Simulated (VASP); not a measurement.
# Se in VASP: notebook, part 3 of 3

VASP 6.6.1. The steps go on from the part before.

### Step 5. Electric field gradients, PBE (equal xy, yz and zx shear strains of +2 %)

The input, INCAR:

```
ALGO = Normal
EDIFF = 1E-8
ENCUT = 520
GGA = PE
ISIF = 2
ISMEAR = -1
LASPH = T
LCHARG = F
LEFG = T
LREAL = F
LWAVE = F
NBANDS = 16
NELM = 100
PREC = Accurate
SIGMA = 0.03
```

The input, KPOINTS:

```
k-points
0
Gamma
  8 8 6
```

The input, POSCAR:

```
Se
1.0
    4.3551696776      0.0435516968      0.0435516968
   -2.1398679630      3.7499117302      0.0159410274
    0.0494945000      0.0494945000      4.9494500000
Se
3
Direct
    0.2170000000      0.0000000000      0.1666666667
    0.0000000000      0.2170000000      0.8333333333
    0.7830000000      0.7830000000      0.5000000000
```

Potentials or basis: VASP PAW PBE potentials, release 64 (Se).

Started as:

```console
$ cat potpaw_PBE.64/Se/POTCAR > POTCAR
$ mpirun -np 1 vasp_std > vasp.out
```

OUTCAR:

```text
EDIFF = 1E-8
   ENCUT = 520
   GGA = PE
   ISIF = 2
   ISMEAR = -1
   LASPH = T
   LREAL = F
   NELM = 100
   PREC = Accurate

 ion  position               nearest neighbor table
   1  0.217  0.000  0.167-   3 2.30   2 2.32
   2  0.000  0.217  0.833-   1 2.32   3 2.35
   3  0.783  0.783  0.500-   1 2.30   2 2.35

  LATTYP: Found a triclinic cell.
 ALAT       =     4.3933433559
 B/A-ratio  =     2.0403951223
 C/A-ratio  =     0.9827452114
 COS(alpha) =     0.0044332854
 COS(beta)  =     0.5000757388
 COS(gamma) =     0.7243151607

  Lattice vectors:

 A1 = (   2.2153017146,   3.7934634270,   0.0594927242)
 A2 = (   6.5209768922,   3.7875206238,  -4.8464055790)
 A3 = (  -2.1398679630,   3.7499117302,   0.0159410274)

Analysis of symmetry for initial positions (statically):
=====================================================================
 Subroutine PRICEL returns:
 Original cell was already a primitive cell.

 Routine SETGRP: Setting up the symmetry group for a
 triclinic supercell.

 Subroutine GETGRP returns: Found  1 space group operations
 (whereof  1 operations were pure point group operations)
 out of a pool of  2 trial point group operations.

The static configuration has the point symmetry C_1 .

Analysis of symmetry for dynamics (positions and initial velocities):
=====================================================================
 Subroutine PRICEL returns:
 Original cell was already a primitive cell.

 Routine SETGRP: Setting up the symmetry group for a
 triclinic supercell.

 Subroutine GETGRP returns: Found  1 space group operations
 (whereof  1 operations were pure point group operations)
 out of a pool of  2 trial point group operations.

The dynamic configuration has the point symmetry C_1 .

 Subroutine INISYM returns: Found  1 space group operations
 (whereof  1 operations are pure point group operations),
 and found     1 'primitive' translations

----------------------------------------------------------------------------------------

                                     Primitive cell

  volume of cell :      81.2771

  direct lattice vectors                    reciprocal lattice vectors
     4.355169678  0.043551697  0.043551697     0.228344855  0.130319071 -0.003586639
    -2.139867963  3.749911730  0.015941027    -0.002625602  0.265185819 -0.002625602
     0.049494500  0.049494500  4.949450000    -0.002000818 -0.002000818  0.202082668

  length of vectors
     4.355605173  4.317537145  4.949944920     0.262939721  0.265211814  0.202102477

  position of ions in fractional coordinates (direct lattice)
     0.217000000  1.000000000  0.166666667
     1.000000000  0.217000000  0.833333333
     0.783000000  0.783000000  0.500000000

  ion indices of the primitive-cell ions
   primitive index   ion index
                 1           1
                 2           2
                 3           3

[... 80 lines left out ...]
   TEBEG  =    0.0;   TEEND  =   0.0 temperature during run
   PSTRESS=    0.0 pullay stress
   NELECT =      18.0000    total number of electrons
   NUPDOWN=      -1.0000    fix difference up-down
   EMIN   =  10.00;   EMAX   =-10.00  energy-range for DOS
   EFERMI =   0.00;   METHOD = LEGACY
   ISMEAR =    -1;   SIGMA  =   0.03  broadening in eV -4-tet -1-fermi 0-gaus
   EFERMI_NEDOS =   21; number of points for ismear=-14 and -15
   IALGO  =     38    algorithm
   IMIX   =      4    mixing-type and parameters
     AMIX     =   0.40;   BMIX     =  1.00
     AMIX_MAG =   1.60;   BMIX_MAG =  1.00
  volume/ion in A,a.u.               =      27.09       182.83
  Fermi-wavevector in a.u.,A,eV,Ry     =   0.990474  1.871724 13.347831  0.981038
  Thomas-Fermi vector in A             =   2.122146
   LORBIT       =      0    0 simple, 1 ext, 2 COOP (PROOUT), +10 PAW based schemes
   GGA     = PE    functional components
   LHFCALC =     F    Hartree Fock is set to
   AEXX    =    0.0000 exact exchange contribution
   IVDW    =     0    specifies the selected vdW correction
   LEPSILON=     F    determine dielectric tensor
   LRPA    =     F    only Hartree local field effects (RPA)
 non-spin polarized calculation
  energy-cutoff  :      520.00
  volume of cell :       81.28
 maximum number of plane-waves:      2202
   NGX = 17   NGY = 17   NGZ = 19

 number of electron      17.9999998 magnetization

 Free energy of the ion-electron system (eV)
  ---------------------------------------------------
  ext. energy  EPLUGINS =         0.00000000
  ---------------------------------------------------
  free energy    TOTEN  =       -10.36242236 eV

  energy without entropy =      -10.36242236  energy(sigma->0) =      -10.36242236

 E-fermi :   3.3150     XC(G=0):  -8.8335

 val. band max:        2.8101350966   @ k =   0.5000  -0.0000   0.5000
 cond. band min:       3.8539385763   @ k =   0.3750   0.2500   0.5000
 fundamental gap:      1.0438034797
 Fermi energy:         3.3149838925

 k-point     1 :       0.0000    0.0000    0.0000
  band No.  band energies     occupation
      1     -13.3932      2.00000
      2      -9.1259      2.00000
      3      -9.0258      2.00000
      4      -1.2583      2.00000
      5      -1.2408      2.00000
      6      -0.9949      2.00000
[... 433 lines left out ...]
      3      -9.1431      2.00000
      4      -2.4899      2.00000
      5      -2.3572      2.00000
      6      -0.2538      2.00000
[... 8 lines left out ...]
     15      11.0271      0.00000
     16      12.4471      0.00000

 [... further k-points ...]

------------------------ aborting loop because EDIFF is reached ----------------------------------------

  FORCE on cell =-STRESS in cart. coord.  units (eV):
  Direction    XX          YY          ZZ          XY          YZ          ZX
  --------------------------------------------------------------------------------------
  -------------------------------------------------------------------------------------
  Total        2.6809222      2.1772961      3.8914242      0.1276182     -0.5602051     -0.3310057
  in kB       52.8477506     42.9200067     76.7098017      2.5156763    -11.0430581     -6.5249579
  external PRESSURE =      57.4925197 kB  Pullay stress =       0.0000000 kB

 VOLUME and BASIS-vectors are now :
 -----------------------------------------------------------------------------
  energy-cutoff  :      520.00
  volume of cell :       81.28
      direct lattice vectors                 reciprocal lattice vectors
     4.355169678  0.043551697  0.043551697     0.228344855  0.130319071 -0.003586639
    -2.139867963  3.749911730  0.015941027    -0.002625602  0.265185819 -0.002625602
     0.049494500  0.049494500  4.949450000    -0.002000818 -0.002000818  0.202082668

 POSITION                                       TOTAL-FORCE (eV/Angst)
 -----------------------------------------------------------------------------------
      0.95332      0.01770      0.83436         1.315823      0.053230     -0.191695
     -0.42311      0.85498      4.12800        -0.611376      0.904670     -0.164097
      1.75933      2.99503      2.52131        -0.704448     -0.957900      0.355791
 -----------------------------------------------------------------------------------
    total drift:                               -0.000047     -0.000029     -0.000015

  FREE ENERGIE OF THE ION-ELECTRON SYSTEM (eV)
  ---------------------------------------------------
  free  energy   TOTEN  =       -10.3624223596 eV

  energy  without entropy=      -10.3624223591  energy(sigma->0) =      -10.36242236

 Electric field gradients (V/A^2)
---------------------------------------------------------------------
 ion       V_xx      V_yy      V_zz      V_xy      V_xz      V_yz
---------------------------------------------------------------------
   1     144.384  -345.958   201.574    11.129     6.838  -304.876
   2    -224.816    38.556   186.259  -213.730   286.862   169.791
   3    -221.731    21.611   200.120   218.883  -264.536   165.260
---------------------------------------------------------------------

 Electric field gradients after diagonalization (V/A^2)
 (convention: |V_zz| > |V_xx| > |V_yy|)
----------------------------------------------------------------------
 ion       V_xx      V_yy      V_zz     asymmetry (V_yy - V_xx)/ V_zz
----------------------------------------------------------------------
   1     337.576   144.636  -482.212       0.400
   2     347.242   157.631  -504.872       0.376
   3     341.066   150.083  -491.150       0.389
----------------------------------------------------------------------

           NMR quadrupolar parameters

 Cq : quadrupolar parameter    Cq=e*Q*V_zz/h
 eta: asymmetry parameters     (V_yy - V_xx)/ V_zz
 Q  : nuclear electric quadrupole moment in mb (millibarn)
----------------------------------------------------------------------
 ion       Cq(MHz)       eta       Q (mb)
----------------------------------------------------------------------
   1      -1.166       0.400       1.000
   2      -1.221       0.376       1.000
   3      -1.188       0.389       1.000
----------------------------------------------------------------------
```

OSZICAR:

```text
N       E                     dE             d eps       ncg     rms          rms(c)
DAV:   1     0.825307161967E+02    0.82531E+02   -0.72555E+03  6272   0.937E+02
DAV:   2    -0.520458671917E+01   -0.87735E+02   -0.83595E+02  8384   0.154E+02
DAV:   3    -0.104087185628E+02   -0.52041E+01   -0.51870E+01  7760   0.431E+01
DAV:   4    -0.104454630453E+02   -0.36744E-01   -0.36736E-01  8224   0.427E+00
DAV:   5    -0.104457260797E+02   -0.26303E-03   -0.26303E-03  7904   0.359E-01    0.760E+00
DAV:   6    -0.103838943610E+02    0.61832E-01   -0.37806E-02  7752   0.120E+00    0.471E+00
DAV:   7    -0.103630683117E+02    0.20826E-01   -0.78008E-02  7352   0.169E+00    0.215E-01
DAV:   8    -0.103622566548E+02    0.81166E-03   -0.90205E-03  7024   0.589E-01    0.110E-01
DAV:   9    -0.103623661452E+02   -0.10949E-03   -0.34400E-04  8856   0.115E-01    0.375E-02
DAV:  10    -0.103624180895E+02   -0.51944E-04   -0.49389E-05  7440   0.475E-02    0.680E-03
DAV:  11    -0.103624223613E+02   -0.42718E-05   -0.81600E-06  8496   0.175E-02    0.408E-03
DAV:  12    -0.103624223665E+02   -0.52219E-08   -0.16155E-06  8080   0.813E-03    0.141E-03
DAV:  13    -0.103624223639E+02    0.26359E-08   -0.21559E-07  8200   0.273E-03    0.517E-04
DAV:  14    -0.103624223596E+02    0.42717E-08   -0.22158E-08  7848   0.916E-04
   1 F= -.10362422E+02 E0= -.10362422E+02  d E =-.448633E-09
```

stdout:

```text
POSCAR found type information on POSCAR Se
 POSCAR found :  1 types and       3 ions
 scaLAPACK will be used
 LDA part: xc-table for (Slater+PW92), standard interpolation
 POSCAR, INCAR and KPOINTS ok, starting setup
 FFT: planning ... GRIDC
 FFT: planning ... GRID_SOFT
 FFT: planning ... GRID
 WAVECAR not read
 entering main loop
ion   1
     0.0000499    -0.1938151     5.4934698    -3.0935454    -0.1763106    -4.5917478
     0.0000687    -0.1938151     5.4934698    -3.0935454    -0.1763106    -4.5917477
     0.0000946    -0.1938151     5.4934697    -3.0935453    -0.1763106    -4.5917477
     0.0001302    -0.1938151     5.4934696    -3.0935453    -0.1763106    -4.5917476

     0.0000499   -10.1418171   278.6233894  -159.5275891    -6.3589209  -224.3010658
     0.0000687   -10.1415678   278.6165640  -159.5236906    -6.3587740  -224.2955918
     0.0000946   -10.1411636   278.6054988  -159.5173709    -6.3585359  -224.2867174
     0.0001302   -10.1405115   278.5876492  -159.5071776    -6.3581520  -224.2724020
[... 12 lines left out ...]
ion   3
     0.0000499    -4.0889333    -3.0940190    -3.0857791     4.7408343     2.3251833
     0.0000687    -4.0889332    -3.0940190    -3.0857791     4.7408343     2.3251833
     0.0000946    -4.0889332    -3.0940189    -3.0857790     4.7408343     2.3251832
     0.0001302    -4.0889331    -3.0940189    -3.0857790     4.7408342     2.3251832

     0.0000499  -200.2349296  -151.2704264  -158.4101242   241.7148508   111.4214253
     0.0000687  -200.2300466  -151.2667417  -158.4062572   241.7089313   111.4187153
     0.0000946  -200.2221305  -151.2607684  -158.3999887   241.6993350   111.4143220
     0.0001302  -200.2093613  -151.2511330  -158.3898780   241.6838553   111.4072356
```

Run time: 2.7 min. Hardware: 1 thread of AMD EPYC 7R13 (Zen 3), shared host; peak memory 0.3 GiB.

Results:

| Item | Value |
| --- | --- |
| Free energy | -10.3624 eV |
| Pressure | 5.7 GPa |
| Largest force | 1.331 eV/Å |
| Band gap on the k mesh | 1.04 eV (least direct gap 1.16 eV) |
| Largest electric field gradient by atom | Se -482.2, -504.9, -491.1 V/Å² |

Forces on the atoms (eV/Å):
```
Se   1.316  0.053 -0.192
Se  -0.611  0.905 -0.164
Se  -0.704 -0.958  0.356
```

Stress tensor (GPa, compression positive):
```
 5.28  0.25 -0.65
 0.25  4.29 -1.10
-0.65 -1.10  7.67
```

Electric field gradients, principal values (V/Å²):
```tsv
atom	least	middle	greatest (by size)
1 Se	144.636	337.576	-482.212
2 Se	157.631	347.242	-504.872
3 Se	150.083	341.066	-491.150
```

Caveat: the cell differs from its parent crystal (equal xy, yz and zx shear strains of +2 %); the cell stands under pressure; without QUAD_EFG the Cq values of the log hold for a quadrupole moment of 1 mb, not for the nuclei; forces of over 1 eV/Å act on the atoms, so gaps and moduli don't describe the material at rest. A k mesh can miss the band edges.

### Step 6. The runs side by side

```tsv
cell	cutoff (eV)	gap on the mesh (eV)	pressure (GPa)	largest force (eV/Å)
a = 4.355, b = 4.355, c = 4.801 Å, angles 90.0, 90.0, 120.0°, 3 atoms	400	1.30	8.9	1.71
a = 4.355, b = 4.355, c = 4.900 Å, angles 90.0, 90.0, 120.0°, 3 atoms	400	1.17	6.7	1.35
a = 4.355, b = 4.355, c = 5.048 Å, angles 90.0, 90.0, 120.0°, 3 atoms	400	0.96	3.8	0.89
a = 4.356, b = 4.318, c = 4.950 Å, angles 89.6, 88.8, 119.1°, 3 atoms	520	1.04	5.7	1.33
```

Alike in all rows: task electric field gradients; level PBE; potentials or basis VASP PAW PBE potentials, release 64 (Se); no spin polarisation; k mesh 8 × 8 × 6; smearing fermi-dirac 0.03 eV.

Caveats: forces of over 1 eV/Å act on the atoms, so gaps and moduli don't describe the material at rest (at least some runs); the cell stands under pressure (at least some runs); the stress differs along the axes, from 7 to 13 GPa (at least some runs).

Total energies depend on the potentials used, so only differences within one code and one set of settings carry meaning.
